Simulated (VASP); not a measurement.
A run of VASP 6.6.1 is set up as follows.

The input INCAR:

```
PREC = Accurate ; ENCUT = 540
EDIFF = 1E-6 ; ISMEAR = -1
SIGMA = 0.02 ; LREAL = False
LASPH = True ; NELM = 120
ALGO = Normal ; ISIF = 2
LWAVE = False ; LCHARG = False
GGA = PE ; NBANDS = 20
GGA_COMPAT = False
```

Contents of KPOINTS:

```
Automatic mesh
0
Gamma
  13 13 13
```

File POSCAR:

```
CdS
1.0
    0.0000000000      2.9548794012      2.9548794012
    2.9548794012      0.0000000000      2.9548794012
    2.9548794012      2.9548794012      0.0000000000
Cd S
1 1
Direct
    0.0000000000      0.0000000000      0.0000000000
    0.2500000000      0.2500000000      0.2500000000
```

Potentials or basis: VASP PAW PBE potentials, release 64 (Cd_sv_GW, S).

Launch:

```sh
$ cat potpaw_PBE.64/Cd_sv_GW/POTCAR potpaw_PBE.64/S/POTCAR > POTCAR
$ mpirun -np 1 vasp_std > vasp.out
```

(1) What does it give for the band gap on the k mesh?

(2) Predict the pressure.

Answers

(1) 1.06 eV, direct.

(2) -0.5 GPa.
